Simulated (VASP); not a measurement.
# GaAs (F-43m) in VASP: vibrations by perturbation theory with PBE

Aim: the vibrations by perturbation theory of GaAs with PBE.

All numbers are computed with VASP 6.6.1; they aren't measurements. Logs are shortened: lines on timing, memory, paths and dates and some standing lists are left out, and cuts for length are marked.

## (1) The cell of the first run

Symmetry: F-43m, No. 216, cubic system. Conventional cell: a = 5.653 Å, b = 5.653 Å, c = 5.653 Å, α = 90.00°, β = 90.00°, γ = 90.00°. Ga (site symmetry -43m) has 4 As at 2.45 Å within 3.2 Å. Within 3.2 Å of As (site symmetry -43m) lie 4 Ga at 2.45 Å.

## (2) Vibrations by perturbation theory, PBE

File INCAR:

```
SYSTEM = GaAs
PREC     = Accurate       ! precision mode
ENCUT    = 500            ! plane-wave cutoff, eV
EDIFF    = 1E-8           ! SCF threshold, eV
ISMEAR   = 0              ! smearing method
SIGMA    = 0.01           ! smearing width, eV
LREAL    = .FALSE.        ! projectors in reciprocal space
LASPH    = .TRUE.         ! aspherical terms in the spheres
NELM     = 120            ! most SCF steps
ALGO     = Normal         ! electronic algorithm
ISIF     = 2              ! what is computed and relaxed
LWAVE    = .FALSE.        ! write WAVECAR
LCHARG   = .FALSE.        ! write CHGCAR
GGA      = PE             ! functional
NBANDS   = 16             ! bands
IBRION   = 8              ! ionic algorithm
NSW      = 1              ! ionic steps
LEPSILON = .TRUE.         ! dielectric tensor by DFPT
GGA_COMPAT= .FALSE.
```

File KPOINTS:

```
Automatic mesh
0
G
  3 3 6
  0 0 0
```

File POSCAR:

```
GaAs
1.0
    0.0000000000      2.8265000000      2.8265000000
    2.8265000000      0.0000000000      2.8265000000
    2.8265000000      2.8265000000      0.0000000000
Ga As
1 1
Direct
    0.0000000000      0.0000000000      0.0000000000
    0.2500000000      0.2500000000      0.2500000000
```

Potentials or basis: VASP PAW PBE potentials, release 64 (Ga_d, As).

Run with:

```sh
$ cat potpaw_PBE.64/Ga_d/POTCAR potpaw_PBE.64/As/POTCAR > POTCAR
$ mpirun -np 1 vasp_std > vasp.out
```

OUTCAR:

```text
SYSTEM = GaAs
   PREC = Accurate
   ENCUT = 500
   EDIFF = 1E-8
   ISMEAR = 0
   LREAL = .FALSE.
   LASPH = .TRUE.
   NELM = 120
   ISIF = 2
   GGA = PE
   IBRION = 8
   NSW = 1
   LEPSILON = .TRUE.

 ion  position               nearest neighbor table
   1  0.000  0.000  0.000-   2 2.45   2 2.45   2 2.45   2 2.45
   2  0.250  0.250  0.250-   1 2.45   1 2.45   1 2.45   1 2.45

  LATTYP: Found a face centered cubic cell.
 ALAT       =     5.6530000000

  Lattice vectors:

 A1 = (   0.0000000000,   2.8265000000,   2.8265000000)
 A2 = (   2.8265000000,   0.0000000000,   2.8265000000)
 A3 = (   2.8265000000,   2.8265000000,   0.0000000000)

Analysis of symmetry for initial positions (statically):
=====================================================================
 Subroutine PRICEL returns:
 Original cell was already a primitive cell.

 Routine SETGRP: Setting up the symmetry group for a
 face centered cubic supercell.

 Subroutine GETGRP returns: Found 24 space group operations
 (whereof 24 operations were pure point group operations)
 out of a pool of 48 trial point group operations.

The static configuration has the point symmetry T_d .

Analysis of symmetry for dynamics (positions and initial velocities):
=====================================================================
 Subroutine PRICEL returns:
 Original cell was already a primitive cell.

 Routine SETGRP: Setting up the symmetry group for a
 face centered cubic supercell.

 Subroutine GETGRP returns: Found 24 space group operations
 (whereof 24 operations were pure point group operations)
 out of a pool of 48 trial point group operations.

The dynamic configuration has the point symmetry T_d .

 Subroutine INISYM returns: Found 24 space group operations
 (whereof 24 operations are pure point group operations),
 and found     1 'primitive' translations

[... 428 lines left out ...]
     0.00000 -7.32880 -0.08251

 MACROSCOPIC STATIC DIELECTRIC TENSOR (including local field effects in DFT)
 ------------------------------------------------------
         167.960282    -0.000000    -0.000000
           0.000000   167.960282     0.000000
          -0.000000     0.000000   167.960282
 ------------------------------------------------------

 PIEZOELECTRIC TENSOR (including local field effects)  for field in x, y, z        (e  Angst)
          XX          YY          ZZ          XY          YZ          ZX
  --------------------------------------------------------------------------------
  x    -0.00000    -0.00000     0.00000    -0.00000    -8.27995     0.00000
  y     0.00000     0.00000     0.00000     0.00000    -0.00000    -8.27995
  z     0.00000    -0.00000     0.00000    -8.27995     0.00000    -0.00000

 PIEZOELECTRIC TENSOR (including local field effects)  for field in x, y, z        (C/m^2)
          XX          YY          ZZ          XY          YZ          ZX
  --------------------------------------------------------------------------------
  x    -0.00000    -0.00000     0.00000    -0.00000    -2.93739     0.00000
  y     0.00000     0.00000     0.00000     0.00000    -0.00000    -2.93739
  z     0.00000    -0.00000     0.00000    -2.93739     0.00000    -0.00000

 BORN EFFECTIVE CHARGES (including local field effects) (in |e|, cummulative output)
 ---------------------------------------------------------------------------------
 ion    1
    1     4.03109    -0.00000     0.00000
    2     0.00000     4.03109    -0.00000
    3    -0.00000    -0.00000     4.03109
 ion    2
    1    -4.03109     0.00000    -0.00000
    2    -0.00000    -4.03109     0.00000
    3     0.00000     0.00000    -4.03109

 INTERNAL STRAIN TENSOR FOR ION    2 for displacements in x,y,z  (eV/Angst):
          X           Y           Z          XY          YZ          ZX
  --------------------------------------------------------------------------------
  x    -0.00000    -0.00000    -0.00000     0.00000    -7.32880     0.00000
  y     0.00000     0.00000     0.00000     0.00000     0.00000    -7.32880
  z    -0.00000    -0.00000    -0.00000    -7.32880     0.00000     0.00000

 SECOND DERIVATIVES (NOT SYMMETRIZED)
 ------------------------------------
               1X          1Y          1Z          2X          2Y          2Z
  1X    -9.728024    0.000000    0.000000    9.728024   -0.000000   -0.000000
  1Y     0.000000   -9.728024    0.000000   -0.000000    9.728024   -0.000000
  1Z     0.000000    0.000000   -9.728024   -0.000000   -0.000000    9.728024
  2X     9.778033    0.000000    0.000000   -9.778033    0.000000    0.000000
  2Y     0.000000    9.778033    0.000000    0.000000   -9.778033    0.000000
  2Z     0.000000    0.000000    9.778033    0.000000    0.000000   -9.778033

 Eigenvectors and eigenvalues of the dynamical matrix
 ----------------------------------------------------

   1 f  =    8.123811 THz    51.043411 2PiTHz  270.981173 cm-1    33.597368 meV
             X         Y         Z           dx          dy          dz
      0.000000  0.000000  0.000000    -0.000000    0.718812    0.000000
      1.413250  1.413250  1.413250    -0.000000   -0.695204    0.000000
[... 21 lines left out ...]
   6 f/i=    0.010408 THz     0.065395 2PiTHz    0.347174 cm-1     0.043044 meV
             X         Y         Z           dx          dy          dz
      0.000000  0.000000  0.000000    -0.695204   -0.000000   -0.000000
      1.413250  1.413250  1.413250    -0.718812   -0.000000    0.000000

--------------------------------------------------------------------------------------------------------

 MACROSCOPIC STATIC DIELECTRIC TENSOR IONIC CONTRIBUTION
 ------------------------------------------------------
           6.675650    -0.000000    -0.000000
          -0.000000     6.675650    -0.000000
          -0.000000    -0.000000     6.675650
 ------------------------------------------------------

 ELASTIC MODULI CONTR FROM IONIC RELAXATION (kBar)
 Direction    XX          YY          ZZ          XY          YZ          ZX
 --------------------------------------------------------------------------------
 XX          -0.0000     -0.0000     -0.0000     -0.0000     -0.0000      0.0000
 YY          -0.0000     -0.0000     -0.0000     -0.0000     -0.0000      0.0000
 ZZ          -0.0000     -0.0000     -0.0000     -0.0000     -0.0000      0.0000
 XY          -0.0000     -0.0000     -0.0000   -192.5605      0.0000     -0.0000
 YZ          -0.0000     -0.0000     -0.0000      0.0000   -192.5605      0.0000
 ZX           0.0000      0.0000      0.0000     -0.0000      0.0000   -192.5605
 --------------------------------------------------------------------------------

 PIEZOELECTRIC TENSOR IONIC CONTR  for field in x, y, z        (C/m^2)
          XX          YY          ZZ          XY          YZ          ZX
  --------------------------------------------------------------------------------
  x     0.00000     0.00000     0.00000    -0.00000     1.06685    -0.00000
  y    -0.00000    -0.00000    -0.00000     0.00000    -0.00000     1.06685
  z     0.00000     0.00000     0.00000     1.06685    -0.00000    -0.00000
```

OSZICAR:

```text
N       E                     dE             d eps       ncg     rms          rms(c)
DAV:   1     0.868024276779E+02    0.86802E+02   -0.86484E+03   336   0.151E+03
DAV:   2    -0.785766140421E+00   -0.87588E+02   -0.82837E+02   360   0.325E+02
DAV:   3    -0.803270192279E+01   -0.72469E+01   -0.72228E+01   400   0.692E+01
[... 190 lines left out ...]
RMM:   5    -0.443663534388E-01   -0.41364E-04    0.49079E-05  1198   0.143E-02    0.247E-03
RMM:   6    -0.443600799599E-01    0.62735E-05   -0.20452E-06  1150   0.495E-03    0.746E-04
RMM:   7    -0.443592919439E-01    0.78802E-06   -0.11579E-06  1175   0.189E-03    0.153E-04
RMM:   8    -0.443588177856E-01    0.47416E-06    0.77781E-08  1156   0.728E-04    0.606E-05
RMM:   9    -0.443587368045E-01    0.80981E-07    0.37614E-07  1149   0.291E-04    0.574E-06
RMM:  10    -0.443587446412E-01   -0.78367E-08    0.22929E-08  1192   0.105E-04    0.390E-06
 Linear response finished
```

Run time: 7.3 min. Hardware: 1 thread of Intel Xeon 8259CL, shared host; peak memory 0.2 GiB.

Results:

- Electronic dielectric tensor (diagonal): 167.96
- Born charges (mean of the diagonal): Ga +4.03; As -4.03 e
- Highest phonon frequency at Γ, LO-TO splitting left out: 271 cm⁻¹

Phonon frequencies in cm⁻¹ (negative: imaginary):
```
              q point        frequencies
(0.000, 0.000, 0.000)  0 0 0 271 271 271
```

Electronic dielectric tensor:
```
167.96   0.00   0.00
  0.00 167.96   0.00
  0.00   0.00 167.96
```

Born effective charge tensors (e):
atom 1, Ga
```
4.03 0.00 0.00
0.00 4.03 0.00
0.00 0.00 4.03
```
atom 2, As
```
-4.03  0.00  0.00
 0.00 -4.03  0.00
 0.00  0.00 -4.03
```

Caveat: the k points lie up to 0.61 Å⁻¹ apart; the cell stands under pressure or tension, which shifts response properties.
